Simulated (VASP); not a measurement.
Input of a VASP 6.6.1 run:

The input INCAR:

```
ALGO = Normal ; EDIFF = 1E-6
ENCUT = 700 ; GGA = PE
GGA_COMPAT = False ; ISIF = 2
ISMEAR = 0 ; ISPIN = 2
LASPH = True ; LCHARG = True
LELF = True ; LMAXMIX = 4
LORBIT = 11 ; LREAL = False
LVHAR = True ; LWAVE = False
MAGMOM = 1 1 0 0 0 ; NBANDS = 32
NELM = 200 ; PREC = Accurate
SIGMA = 0.1
```

Contents of KPOINTS:

```
k-points
0
Gamma
  6 6 4
```

File POSCAR:

```
Ta2AlN2
1.0
    4.7236345654      0.0000000000      0.0000000000
   -2.3618172827      4.0907875318      0.0000000000
    0.0000000000      0.0000000000      3.9920088403
Ta Al N
2 1 2
Direct
    0.3333333333      0.6666666667      0.5000000000
    0.6666666667      0.3333333333      0.5000000000
    0.0000000000      0.0000000000      0.0000000000
    0.3333333333      0.6666666667      0.0000000000
    0.6666666667      0.3333333333      0.0000000000
```

Potentials or basis: VASP PAW PBE potentials, release 64 (Ta_sv_GW, Al, N).

Command:

```console
$ cat potpaw_PBE.64/Ta_sv_GW/POTCAR potpaw_PBE.64/Al/POTCAR potpaw_PBE.64/N/POTCAR > POTCAR
$ mpirun -np 1 vasp_std > vasp.out
```

Q: Estimate the net moment.

A: 0.00 μB per cell.

Q: Estimate the pressure.

A: 0.0 GPa.

Stress tensor (GPa, compression positive):
```
-0.17  0.00  0.00
 0.00 -0.17  0.00
 0.00  0.00  0.25
```

Caveat: the k points lie up to 0.39 Å⁻¹ apart.
